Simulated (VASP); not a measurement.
# GaN (P6_3mc) in VASP: relaxation of cell and atoms with LDA

Aim: the relaxation of cell and atoms of GaN with LDA.

Program: VASP 6.6.1. These are calculated values, not measurements. Logs are shortened: lines on timing, memory, paths and dates and some standing lists are left out, and cuts for length are marked.

**1. The cell of the first run**

Symmetry: P6_3mc, No. 186, hexagonal system. Conventional cell: a = 3.152 Å, b = 3.152 Å, c = 5.138 Å, α = 90.00°, β = 90.00°, γ = 120.00°. Ga (site symmetry 3m) has 4 N at 1.93 to 1.94 Å within 2.6 Å. N (site symmetry 3m) has 4 Ga at 1.93 to 1.94 Å within 2.6 Å.

**2. Relaxation of cell and atoms, LDA**

Contents of INCAR:

```
PREC = Accurate
ENCUT = 600
EDIFF = 1E-7
ISMEAR = 0
SIGMA = 0.01
LREAL = F
LASPH = T
NELM = 80
ALGO = Normal
ISIF = 3
LWAVE = F
LCHARG = F
GGA = CA
IBRION = 2
NSW = 80
EDIFFG = -0.002
```

Contents of KPOINTS:

```
Automatic mesh
0
Gamma
  10 10 6
```

Contents of POSCAR:

```
GaN
1.0
    3.1520000000      0.0000000000      0.0000000000
   -1.5760000000      2.7297120727      0.0000000000
    0.0000000000      0.0000000000      5.1380000000
Ga N
2 2
Direct
    0.3333333333      0.6666666667      0.0000000000
    0.6666666667      0.3333333333      0.5000000000
    0.3333333333      0.6666666667      0.3768000000
    0.6666666667      0.3333333333      0.8768000000
```

Potentials or basis: VASP PAW LDA potentials, release 64 (Ga_d, N).

Started as:

```
$ cat potpaw_LDA.64/Ga_d/POTCAR potpaw_LDA.64/N/POTCAR > POTCAR
$ mpirun -np 1 vasp_std > vasp.out
```

OUTCAR:

```text
PREC = Accurate
   ENCUT = 600
   EDIFF = 1E-7
   ISMEAR = 0
   LREAL = F
   LASPH = T
   NELM = 80
   ISIF = 3
   GGA = CA
   IBRION = 2
   NSW = 80
   EDIFFG = -0.002

 ion  position               nearest neighbor table
   1  0.333  0.667  0.000-   4 1.93   4 1.93   4 1.93   3 1.94
   2  0.667  0.333  0.500-   3 1.93   3 1.93   3 1.93   4 1.94
   3  0.333  0.667  0.377-   2 1.93   2 1.93   2 1.93   1 1.94
   4  0.667  0.333  0.877-   1 1.93   1 1.93   1 1.93   2 1.94

  LATTYP: Found a hexagonal cell.
 ALAT       =     3.1520000000
 C/A-ratio  =     1.6300761421

  Lattice vectors:

 A1 = (   3.1520000000,   0.0000000000,   0.0000000000)
 A2 = (  -1.5760000000,   2.7297120727,   0.0000000000)
 A3 = (   0.0000000000,   0.0000000000,   5.1380000000)

Analysis of symmetry for initial positions (statically):
=====================================================================
 Subroutine PRICEL returns:
 Original cell was already a primitive cell.

 Routine SETGRP: Setting up the symmetry group for a
 hexagonal supercell.

 Subroutine GETGRP returns: Found 12 space group operations
 (whereof  6 operations were pure point group operations)
 out of a pool of 24 trial point group operations.

The static configuration has the point symmetry C_3v.
 The point group associated with its full space group is C_6v.

Analysis of symmetry for dynamics (positions and initial velocities):
=====================================================================
 Subroutine PRICEL returns:
 Original cell was already a primitive cell.

 Routine SETGRP: Setting up the symmetry group for a
 hexagonal supercell.

 Subroutine GETGRP returns: Found 12 space group operations
 (whereof  6 operations were pure point group operations)
 out of a pool of 24 trial point group operations.

The dynamic configuration has the point symmetry C_3v.
 The point group associated with its full space group is C_6v.

 Subroutine INISYM returns: Found 12 space group operations
 (whereof  6 operations are pure point group operations),
 and found     1 'primitive' translations

----------------------------------------------------------------------------------------

                                     Primitive cell

  volume of cell :      44.2076

  direct lattice vectors                    reciprocal lattice vectors
     3.152000000  0.000000000  0.000000000     0.317258883  0.183169502  0.000000000
    -1.576000000  2.729712073  0.000000000     0.000000000  0.366339003  0.000000000
     0.000000000  0.000000000  5.138000000     0.000000000  0.000000000  0.194628260

  length of vectors
     3.152000000  3.152000000  5.138000000     0.366339003  0.366339003  0.194628260

  position of ions in fractional coordinates (direct lattice)
     0.333333333  0.666666667  0.000000000
     0.666666667  0.333333333  0.500000000
     0.333333333  0.666666667  0.376800000
     0.666666667  0.333333333  0.876800000

  ion indices of the primitive-cell ions
   primitive index   ion index
                 1           1
                 2           2
                 3           3
                 4           4

----------------------------------------------------------------------------------------

 KPOINTS: Automatic mesh

Automatic generation of k-mesh.
 Grid dimensions read from file:
 generate k-points for:   10   10    6

 Generating k-lattice:

  Cartesian coordinates                     Fractional coordinates (reciprocal lattice)
     0.031725888  0.018316950  0.000000000     0.100000000 -0.000000000  0.000000000
     0.000000000  0.036633900  0.000000000     0.000000000  0.100000000  0.000000000
     0.000000000  0.000000000  0.032438043     0.000000000  0.000000000  0.166666667

  Length of vectors
     0.036633900  0.036633900  0.032438043

  Shift w.r.t. Gamma in fractional coordinates (k-lattice)
     0.000000000  0.000000000  0.000000000

 Subroutine IBZKPT returns following result:
 ===========================================

 Found     56 irreducible k-points:

 Following reciprocal coordinates:
            Coordinates               Weight
  0.000000  0.000000  0.000000      1.000000
  0.100000  0.000000  0.000000      6.000000
  0.200000  0.000000  0.000000      6.000000
  0.300000 -0.000000  0.000000      6.000000
  0.400000  0.000000  0.000000      6.000000
  0.500000  0.000000  0.000000      3.000000
[... 16 lines left out ...]
  0.300000  0.100000  0.166667     24.000000
  0.400000  0.100000  0.166667     24.000000
 [... further k-points ...]
   k-points           NKPTS =     56   k-points in BZ     NKDIM =     56   number of bands    NBANDS=     22
   number of dos      NEDOS =    301   number of ions     NIONS =      4
   total plane-waves  NPLWV =  32928
   dimension x,y,z NGX =    28 NGY =   28 NGZ =   42
   dimension x,y,z NGXF=    56 NGYF=   56 NGZF=   84
   ions per type =               2   2
   NGX,Y,Z   is equivalent  to a cutoff of  14.77, 14.77, 13.59 a.u.
   NGXF,Y,Z  is equivalent  to a cutoff of  29.54, 29.54, 27.18 a.u.
 SYSTEM =  unknown system
   PREC   = accura    normal or accurate (medium, high low for compatibility)
   ISTART =      0    job   : 0-new  1-cont  2-samecut
   ICHARG =      2    charge: 1-file 2-atom 10-const
   ISPIN  =      1    spin polarized calculation?
   LNONCOLLINEAR =      F non collinear calculations
   LSORBIT =      F    spin-orbit coupling
   LASPH  =      T    aspherical Exc in radial PAW
   ENCUT  =  600.0 eV  44.10 Ry    6.64 a.u.   6.30  6.30 10.26*2*pi/ulx,y,z
   NELM   =     80;   NELMIN=  2; NELMDL= -5     # of ELM steps
   EDIFF  = 0.1E-06   stopping-criterion for ELM
   LREAL  =      F    real-space projection
   EDIFFG = -.2E-02   stopping-criterion for IOM
   NSW    =     80    number of steps for IOM
   IBRION =      2    ionic relax: 0-MD 1-quasi-New 2-CG
   NFREE  =      1    steps in history (QN), initial steepest desc. (CG)
   ISIF   =      3    stress and relaxation
   ISYM   =      2    0-nonsym 1-usesym 2-fastsym
   POTIM  = 0.5000    time-step for ionic-motion
   TEBEG  =    0.0;   TEEND  =   0.0 temperature during run
   PSTRESS=    0.0 pullay stress
   NELECT =      36.0000    total number of electrons
   NUPDOWN=      -1.0000    fix difference up-down
   EMIN   =  10.00;   EMAX   =-10.00  energy-range for DOS
   EFERMI =   0.00;   METHOD = LEGACY
   ISMEAR =     0;   SIGMA  =   0.01  broadening in eV -4-tet -1-fermi 0-gaus
   EFERMI_NEDOS =   21; number of points for ismear=-14 and -15
   IALGO  =     38    algorithm
   IMIX   =      4    mixing-type and parameters
     AMIX     =   0.40;   BMIX     =  1.00
     AMIX_MAG =   1.60;   BMIX_MAG =  1.00
  volume/ion in A,a.u.               =      11.05        74.58
  Fermi-wavevector in a.u.,A,eV,Ry     =   1.528774  2.888964 31.798854  2.337150
  Thomas-Fermi vector in A             =   2.636486
   LORBIT       =      0    0 simple, 1 ext, 2 COOP (PROOUT), +10 PAW based schemes
   GGA     = CA    functional components
   LHFCALC =     F    Hartree Fock is set to
   AEXX    =    0.0000 exact exchange contribution
   IVDW    =     0    specifies the selected vdW correction
   LEPSILON=     F    determine dielectric tensor
   LRPA    =     F    only Hartree local field effects (RPA)
 conjugate gradient relaxation of ions
 non-spin polarized calculation
 Gauss-broadening in eV      SIGMA  =   0.01
  energy-cutoff  :      600.00
  volume of cell :       44.21
 maximum number of plane-waves:      1496
 NGX is ok and might be reduce to    28
   NGX = 13   NGY = 13   NGZ = 21

--------------------------------------- Ionic step        1  -------------------------------------------

 number of electron      35.9999987 magnetization

 Free energy of the ion-electron system (eV)
  ---------------------------------------------------
  ext. energy  EPLUGINS =         0.00000000
  ---------------------------------------------------
  free energy    TOTEN  =       -27.91038790 eV

  energy without entropy =      -27.91038790  energy(sigma->0) =      -27.91038790

------------------------ aborting loop because EDIFF is reached ----------------------------------------

  FORCE on cell =-STRESS in cart. coord.  units (eV):
  Direction    XX          YY          ZZ          XY          YZ          ZX
  --------------------------------------------------------------------------------------
  -------------------------------------------------------------------------------------
  Total        0.2961849      0.2961849      0.2402868      0.0000000     -0.0000000      0.0000000
  in kB       10.7343664     10.7343664      8.7084998      0.0000000     -0.0000000      0.0000000
  external PRESSURE =      10.0590776 kB  Pullay stress =       0.0000000 kB

 VOLUME and BASIS-vectors are now :
 -----------------------------------------------------------------------------
  energy-cutoff  :      600.00
  volume of cell :       44.21
      direct lattice vectors                 reciprocal lattice vectors
     3.152000000  0.000000000  0.000000000     0.317258883  0.183169502  0.000000000
    -1.576000000  2.729712073  0.000000000     0.000000000  0.366339003  0.000000000
     0.000000000  0.000000000  5.138000000     0.000000000  0.000000000  0.194628260
[... 229 lines left out ...]
 POSITION                                       TOTAL-FORCE (eV/Angst)
 -----------------------------------------------------------------------------------
     -0.00000      1.82288      0.00082         0.000000      0.000000      0.004267
      1.57866      0.91144      2.57436         0.000000      0.000000      0.004267
     -0.00000      1.82288      1.93860        -0.000000     -0.000000     -0.004267
      1.57866      0.91144      4.51214        -0.000000     -0.000000     -0.004267
 -----------------------------------------------------------------------------------
    total drift:                               -0.000000     -0.000000     -0.000021

  FREE ENERGIE OF THE ION-ELECTRON SYSTEM (eV)
  ---------------------------------------------------
  free  energy   TOTEN  =       -27.9111195478 eV

  energy  without entropy=      -27.9111195478  energy(sigma->0) =      -27.91111955

--------------------------------------- Ionic step        8  -------------------------------------------

 number of electron      35.9999987 magnetization

 Free energy of the ion-electron system (eV)
  ---------------------------------------------------
  ext. energy  EPLUGINS =         0.00000000
  ---------------------------------------------------
  free energy    TOTEN  =       -27.91112188 eV

  energy without entropy =      -27.91112188  energy(sigma->0) =      -27.91112188

 E-fermi :   5.4469     XC(G=0): -12.2718

 val. band max:        5.3839043503   @ k =   0.0000   0.0000   0.0000
 cond. band min:       7.4955013488   @ k =   0.0000   0.0000   0.0000
 fundamental gap:      2.1115969984
 Fermi energy:         5.4469455741

 k-point     1 :       0.0000    0.0000    0.0000
  band No.  band energies     occupation
      1     -10.7144      2.00000
      2      -9.7508      2.00000
      3      -8.1981      2.00000
      4      -8.1810      2.00000
      5      -8.1810      2.00000
      6      -8.1150      2.00000
[... 14 lines left out ...]
     21      14.5716      0.00000
     22      15.2577      0.00000
[... 552 lines left out ...]
  band No.  band energies     occupation
      1      -9.7280      2.00000
      2      -9.5812      2.00000
      3      -8.1313      2.00000
      4      -8.0939      2.00000
      5      -8.0055      2.00000
      6      -7.9609      2.00000
[... 14 lines left out ...]
     21      12.4120      0.00000
     22      13.5964      0.00000

 [... further k-points ...]
[... 5 lines left out ...]
  --------------------------------------------------------------------------------------
  -------------------------------------------------------------------------------------
  Total        0.0062379      0.0062379     -0.0040350      0.0000000      0.0000000      0.0000000
  in kB        0.2249642      0.2249642     -0.1455165      0.0000000      0.0000000      0.0000000
  external PRESSURE =       0.1014706 kB  Pullay stress =       0.0000000 kB

 VOLUME and BASIS-vectors are now :
 -----------------------------------------------------------------------------
  energy-cutoff  :      600.00
  volume of cell :       44.43
      direct lattice vectors                 reciprocal lattice vectors
     3.156987973  0.000000000  0.000000000     0.316757621  0.182880098 -0.000000000
    -1.578493986  2.734031784 -0.000000000     0.000000000  0.365760196 -0.000000000
     0.000000000  0.000000000  5.147075555     0.000000000  0.000000000  0.194285083

 POSITION                                       TOTAL-FORCE (eV/Angst)
 -----------------------------------------------------------------------------------
     -0.00000      1.82269      0.00098         0.000000      0.000000      0.001605
      1.57849      0.91134      2.57452         0.000000      0.000000      0.001605
     -0.00000      1.82269      1.93844        -0.000000     -0.000000     -0.001605
      1.57849      0.91134      4.51198        -0.000000     -0.000000     -0.001605
 -----------------------------------------------------------------------------------
    total drift:                               -0.000000     -0.000000      0.000390

  FREE ENERGIE OF THE ION-ELECTRON SYSTEM (eV)
  ---------------------------------------------------
  free  energy   TOTEN  =       -27.9111218786 eV

  energy  without entropy=      -27.9111218786  energy(sigma->0) =      -27.91112188

 reached required accuracy - stopping structural energy minimisation
```

Wall time 3.7 min (1 thread of AMD EPYC 7R13 (Zen 3), shared host); peak memory 0.17 GiB.

What came out:

- Free energy: -27.9111 eV
- Relaxed volume: 11.11 Å³/atom
- Relaxed cell: a = 3.157 Å, b = 3.157 Å, c = 5.147 Å, α = 90.00°, β = 90.00°, γ = 120.00°
- Space group after relaxing (to 0.1 Å): P6_3mc (No. 186)
- Energy gained by relaxing: 0.2 meV/atom
- Ionic steps: 8
- Pressure after relaxing: 0.0 GPa
- Band gap on the k mesh: 2.11 eV

Step by step:
```tsv
step	energy change (eV)	largest force (eV/Å)	pressure (GPa)	volume (Å³)
1	0.0000	0.0253	1.01	44.21
2	0.0000	0.0145	-0.98	44.65
3	-0.0007	0.0054	0.05	44.43
4	-0.0007	0.0042	-0.06	44.44
5	-0.0007	0.0049	0.06	44.43
6	-0.0007	0.0045	-0.03	44.43
7	-0.0007	0.0043	-0.06	44.44
8	-0.0007	0.0016	0.01	44.43
```

Final structure:
```yaml
crystal:
  lattice:
    - [3.15699, 0.00000, 0.00000]
    - [-1.57849, 2.73403, 0.00000]
    - [0.00000, 0.00000, 5.14708]
  atoms:
    - { symbol: Ga, position: [0.33333, 0.66667, 0.00019] }
    - { symbol: Ga, position: [0.66667, 0.33333, 0.50019] }
    - { symbol: N, position: [0.33333, 0.66667, 0.37661] }
    - { symbol: N, position: [0.66667, 0.33333, 0.87661] }
```
